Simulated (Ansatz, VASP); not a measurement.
Au: VASP beside Ansatz

The input INCAR:

```
SYSTEM = Au
PREC     = Accurate       ! precision mode
ENCUT    = 520            ! plane-wave cutoff, eV
EDIFF    = 1E-6           ! SCF threshold, eV
ISMEAR   = -1             ! smearing method
SIGMA    = 0.1            ! smearing width, eV
LREAL    = .FALSE.        ! projectors in reciprocal space
LASPH    = .TRUE.         ! aspherical terms in the spheres
NELM     = 80             ! most SCF steps
ALGO     = Normal         ! electronic algorithm
ISIF     = 2              ! what is computed and relaxed
LWAVE    = .FALSE.        ! write WAVECAR
LCHARG   = .TRUE.         ! write CHGCAR
GGA      = B5             ! functional
ALDAX    = 1.0          
AGGAX    = 1.0          
AGGAC    = 1.0          
ALDAC    = 0.0          
LELF     = .TRUE.         ! ELF
LVHAR    = .TRUE.       
NBANDS   = 18             ! bands
```

The input KPOINTS:

```
regular mesh
0
G
  10 10 10
  0 0 0
```

POSCAR

```
Au
1.0
    0.0000000000      3.1114382149      3.1114382149
    3.1114382149      0.0000000000      3.1114382149
    3.1114382149      3.1114382149      0.0000000000
Au
2
Direct
    0.1250000000      0.1250000000      0.1250000000
    0.8750000000      0.8750000000      0.8750000000
```

Input for Ansatz:

```yaml
crystal:
  lattice:
    - [0.0, 3.1114382149, 3.1114382149]
    - [3.1114382149, 0.0, 3.1114382149]
    - [3.1114382149, 3.1114382149, 0.0]
  atoms:
    - { symbol: Au, position: [0.125, 0.125, 0.125] }
    - { symbol: Au, position: [0.875, 0.875, 0.875] }
hamiltonian:
  xc: blyp
  pseudopotentials:
    kind: paw
    azcp:
      Au: "pseudopotentials/Au.paw.azcp"
basis:
  ecutwfc: 420
  fft_grid_basis: typed
kpoints:
  mp_grid: { grid: [10, 10, 10], shift: [0, 0, 0] }
magnetization:
  spin_polarized: false
scf:
  occupations: { method: fermi_dirac, width: 0.1 }
  lower_state_search: "off"
output:
  stress: true
```

Alike in both runs: task single point; functional BLYP; k mesh 10 × 10 × 10; occupations fermi-dirac, width 0.1 eV; no spin polarisation.

```csv
,VASP,Ansatz
version,VASP 6.6.1,Ansatz 0.2.0
potentials or method,"VASP PAW PBE potentials, release 64 (Au), cutoff 520 eV","plane waves (420 eV) with PAW, scalar-relativistic"
valence electrons in the cell,22,38
```

|  | VASP | Ansatz | Ansatz less VASP |
| --- | --- | --- | --- |
| pressure (GPa) | 2.2 | 1.9 | -0.26 |

VASP's potentials were made for PBE, not for BLYP. With one functional, cell and mesh, what is left measures potentials, basis and numerics. VASP's potentials hold 22 valence electrons a cell and Ansatz's 38, so a difference there can come from the potentials and not from the codes.

Neither program's run includes spin-orbit coupling.
